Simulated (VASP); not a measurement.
# CaTiSe3 (Pm-3m) in VASP: further runs

CaTiSe3 is run at these levels: PBE; tasks: single point, relaxation of cell and atoms.

Program: VASP 6.6.1. These are calculated values, not measurements. Logs are shortened: lines on timing, memory, paths and dates and some standing lists are left out, and cuts for length are marked.

**1. The cell of the first run**

It takes space group Pm-3m (No. 221, cubic). Conventional cell: a = 4.991 Å, b = 4.991 Å, c = 4.991 Å, α = 90.00°, β = 90.00°, γ = 90.00°. Within 4.6 Å of Ca (site symmetry m-3m) lie 12 Se at 3.53 Å and 8 Ti at 4.32 Å. Within 3.3 Å of Ti (site symmetry m-3m) lie 6 Se at 2.50 Å. Within 3.3 Å of Se (site symmetry 4/mmm) lie 2 Ti at 2.50 Å.

**2. Single point, PBE**

The input, INCAR:

```
PREC = Accurate
ENCUT = 520
EDIFF = 1E-6
ISMEAR = 0
SIGMA = 0.1
LREAL = False
LASPH = True
NELM = 80
ALGO = Normal
ISIF = 2
LWAVE = False
LCHARG = False
GGA = PE
NBANDS = 28
```

The input, KPOINTS:

```
regular mesh
0
Gamma
  8 8 8
```

The input, POSCAR:

```
CaTiSe3
1.0
    4.9907830974      0.0000000000      0.0000000000
    0.0000000000      4.9907830974      0.0000000000
    0.0000000000      0.0000000000      4.9907830974
Ca Ti Se
1 1 3
Direct
    0.5000000000      0.5000000000      0.5000000000
    0.0000000000      0.0000000000      0.0000000000
    0.5000000000      0.0000000000      0.0000000000
    0.0000000000      0.5000000000      0.0000000000
    0.0000000000      0.0000000000      0.5000000000
```

Potentials or basis: VASP PAW PBE potentials, release 64 (Ca_sv, Ti_sv, Se).

Started as:

```
$ cat potpaw_PBE.64/Ca_sv/POTCAR potpaw_PBE.64/Ti_sv/POTCAR potpaw_PBE.64/Se/POTCAR > POTCAR
$ mpirun -np 1 vasp_std > vasp.out
```

OUTCAR:

```text
PREC = Accurate
   ENCUT = 520
   EDIFF = 1E-6
   ISMEAR = 0
   LREAL = False
   LASPH = True
   NELM = 80
   ISIF = 2
   GGA = PE

 ion  position               nearest neighbor table
   1  0.500  0.500  0.500-
   2  0.000  0.000  0.000-   3 2.50   4 2.50   5 2.50   5 2.50   4 2.50   3 2.50
   3  0.500  0.000  0.000-   2 2.50   2 2.50
   4  0.000  0.500  0.000-   2 2.50   2 2.50
   5  0.000  0.000  0.500-   2 2.50   2 2.50

  LATTYP: Found a simple cubic cell.
 ALAT       =     4.9907830974

  Lattice vectors:

 A1 = (   4.9907830974,   0.0000000000,   0.0000000000)
 A2 = (   0.0000000000,   4.9907830974,   0.0000000000)
 A3 = (   0.0000000000,   0.0000000000,   4.9907830974)

Analysis of symmetry for initial positions (statically):
=====================================================================
 Subroutine PRICEL returns:
 Original cell was already a primitive cell.

 Routine SETGRP: Setting up the symmetry group for a
 simple cubic supercell.

 Subroutine GETGRP returns: Found 48 space group operations
 (whereof 48 operations were pure point group operations)
 out of a pool of 48 trial point group operations.

The static configuration has the point symmetry O_h .

Analysis of symmetry for dynamics (positions and initial velocities):
=====================================================================
 Subroutine PRICEL returns:
 Original cell was already a primitive cell.

 Routine SETGRP: Setting up the symmetry group for a
 simple cubic supercell.

 Subroutine GETGRP returns: Found 48 space group operations
 (whereof 48 operations were pure point group operations)
 out of a pool of 48 trial point group operations.

The dynamic configuration has the point symmetry O_h .

 Subroutine INISYM returns: Found 48 space group operations
 (whereof 48 operations are pure point group operations),
 and found     1 'primitive' translations

----------------------------------------------------------------------------------------

                                     Primitive cell

  volume of cell :     124.3100

  direct lattice vectors                    reciprocal lattice vectors
     4.990783097  0.000000000  0.000000000     0.200369357  0.000000000  0.000000000
     0.000000000  4.990783097  0.000000000     0.000000000  0.200369357  0.000000000
     0.000000000  0.000000000  4.990783097     0.000000000  0.000000000  0.200369357

  length of vectors
[... 89 lines left out ...]
   LREAL  =      F    real-space projection
   EDIFFG = 0.1E-04   stopping-criterion for IOM
   NSW    =      0    number of steps for IOM
   IBRION =     -1    ionic relax: 0-MD 1-quasi-New 2-CG
   NFREE  =      0    steps in history (QN), initial steepest desc. (CG)
   ISIF   =      2    stress and relaxation
   ISYM   =      2    0-nonsym 1-usesym 2-fastsym
   POTIM  = 0.5000    time-step for ionic-motion
   TEBEG  =    0.0;   TEEND  =   0.0 temperature during run
   PSTRESS=    0.0 pullay stress
   NELECT =      40.0000    total number of electrons
   NUPDOWN=      -1.0000    fix difference up-down
   EMIN   =  10.00;   EMAX   =-10.00  energy-range for DOS
   EFERMI =   0.00;   METHOD = LEGACY
   ISMEAR =     0;   SIGMA  =   0.10  broadening in eV -4-tet -1-fermi 0-gaus
   EFERMI_NEDOS =   21; number of points for ismear=-14 and -15
   IALGO  =     38    algorithm
   IMIX   =      4    mixing-type and parameters
     AMIX     =   0.40;   BMIX     =  1.00
     AMIX_MAG =   1.60;   BMIX_MAG =  1.00
  volume/ion in A,a.u.               =      24.86       167.78
  Fermi-wavevector in a.u.,A,eV,Ry     =   1.121828  2.119947 17.122894  1.258497
  Thomas-Fermi vector in A             =   2.258484
   LORBIT       =      0    0 simple, 1 ext, 2 COOP (PROOUT), +10 PAW based schemes
   GGA     = PE    functional components
   LHFCALC =     F    Hartree Fock is set to
   AEXX    =    0.0000 exact exchange contribution
   IVDW    =     0    specifies the selected vdW correction
   LEPSILON=     F    determine dielectric tensor
   LRPA    =     F    only Hartree local field effects (RPA)
 non-spin polarized calculation
 Gauss-broadening in eV      SIGMA  =   0.10
  energy-cutoff  :      520.00
  volume of cell :      124.31
 maximum number of plane-waves:      3407
 NGX is ok and might be reduce to    40
   NGX = 19   NGY = 19   NGZ = 19

 number of electron      39.9999986 magnetization

 Free energy of the ion-electron system (eV)
  ---------------------------------------------------
  ext. energy  EPLUGINS =         0.00000000
  ---------------------------------------------------
  free energy    TOTEN  =       -25.91269995 eV

  energy without entropy =      -25.90494649  energy(sigma->0) =      -25.90882322

 E-fermi :   4.1975     XC(G=0):  -9.3580

 val. band max:        4.1085286942   @ k =   0.3750   0.3750   0.3750
 cond. band min:       4.2046830136   @ k =   0.5000   0.3750   0.3750
 fundamental gap:      0.0961543194
 Fermi energy:         4.1974647476

 k-point     1 :       0.0000    0.0000    0.0000
  band No.  band energies     occupation
      1     -53.8041      2.00000
      2     -38.2649      2.00000
      3     -30.0606      2.00000
      4     -30.0606      2.00000
      5     -30.0606      2.00000
      6     -19.2050      2.00000
[... 733 lines left out ...]
     27       7.3090      0.00000
     28       7.5707      0.00000

 [... further k-points ...]

------------------------ aborting loop because EDIFF is reached ----------------------------------------

  FORCE on cell =-STRESS in cart. coord.  units (eV):
  Direction    XX          YY          ZZ          XY          YZ          ZX
  --------------------------------------------------------------------------------------
  -------------------------------------------------------------------------------------
  Total        0.0464079      0.0464079      0.0464079     -0.0000000     -0.0000000      0.0000000
  in kB        0.5981307      0.5981307      0.5981307     -0.0000000     -0.0000000      0.0000000
  external PRESSURE =       0.5981307 kB  Pullay stress =       0.0000000 kB

 VOLUME and BASIS-vectors are now :
 -----------------------------------------------------------------------------
  energy-cutoff  :      520.00
  volume of cell :      124.31
      direct lattice vectors                 reciprocal lattice vectors
     4.990783097  0.000000000  0.000000000     0.200369357  0.000000000  0.000000000
     0.000000000  4.990783097  0.000000000     0.000000000  0.200369357  0.000000000
     0.000000000  0.000000000  4.990783097     0.000000000  0.000000000  0.200369357

 POSITION                                       TOTAL-FORCE (eV/Angst)
 -----------------------------------------------------------------------------------
      2.49539      2.49539      2.49539         0.000000      0.000000      0.000000
      0.00000      0.00000      0.00000         0.000000      0.000000      0.000000
      2.49539      0.00000      0.00000         0.000000      0.000000      0.000000
      0.00000      2.49539      0.00000         0.000000      0.000000      0.000000
      0.00000      0.00000      2.49539         0.000000      0.000000      0.000000
 -----------------------------------------------------------------------------------
    total drift:                               -0.000000      0.000000     -0.000000

  FREE ENERGIE OF THE ION-ELECTRON SYSTEM (eV)
  ---------------------------------------------------
  free  energy   TOTEN  =       -25.9126999503 eV

  energy  without entropy=      -25.9049464918  energy(sigma->0) =      -25.90882322
```

OSZICAR:

```text
N       E                     dE             d eps       ncg     rms          rms(c)
DAV:   1     0.372019107844E+03    0.37202E+03   -0.18591E+04  1960   0.135E+03
DAV:   2     0.115874494990E+02   -0.36043E+03   -0.34974E+03  2084   0.369E+02
DAV:   3    -0.280013304325E+02   -0.39589E+02   -0.38910E+02  3096   0.106E+02
DAV:   4    -0.297154116613E+02   -0.17141E+01   -0.17085E+01  2948   0.206E+01
DAV:   5    -0.297697650702E+02   -0.54353E-01   -0.54326E-01  2924   0.291E+00    0.136E+01
DAV:   6    -0.280915353441E+02    0.16782E+01   -0.35532E+01  2572   0.330E+01    0.154E+01
DAV:   7    -0.266173232424E+02    0.14742E+01   -0.36978E+01  2616   0.333E+01    0.670E+00
DAV:   8    -0.259053566691E+02    0.71197E+00   -0.24491E+00  2372   0.101E+01    0.148E+00
DAV:   9    -0.259537724459E+02   -0.48416E-01   -0.65564E-01  2968   0.364E+00    0.209E+00
DAV:  10    -0.259132588396E+02    0.40514E-01   -0.29413E-01  2600   0.306E+00    0.354E-01
DAV:  11    -0.259137106379E+02   -0.45180E-03   -0.29558E-02  2520   0.994E-01    0.336E-01
DAV:  12    -0.259126879076E+02    0.10227E-02   -0.67694E-03  2544   0.521E-01    0.377E-02
DAV:  13    -0.259126994078E+02   -0.11500E-04   -0.23036E-04  2836   0.893E-02    0.239E-02
DAV:  14    -0.259127153971E+02   -0.15989E-04   -0.37813E-05  2652   0.338E-02    0.339E-02
DAV:  15    -0.259127000570E+02    0.15340E-04   -0.98263E-05  2652   0.573E-02    0.505E-03
DAV:  16    -0.259126999503E+02    0.10670E-06   -0.70583E-06  2072   0.161E-02
   1 F= -.25912700E+02 E0= -.25908823E+02  d E =-.775346E-02
```

stdout:

```text
POSCAR found type information on POSCAR CaTiSe
 POSCAR found :  3 types and       5 ions
 scaLAPACK will be used
 LDA part: xc-table for (Slater+PW92), standard interpolation
 POSCAR, INCAR and KPOINTS ok, starting setup
 FFT: planning ... GRIDC
 FFT: planning ... GRID_SOFT
 FFT: planning ... GRID
 WAVECAR not read
 entering main loop
```

It took 7.5 min on 1 thread of AMD EPYC, shared host; peak memory 0.29 GiB.

What came out:

| Quantity | Value |
| --- | --- |
| Free energy | -25.9127 eV |
| Pressure | 0.1 GPa |
| Band gap on the k mesh | zero (bands 20 and 21 overlap by 0.62 eV) |

[end of part 1 of 2]
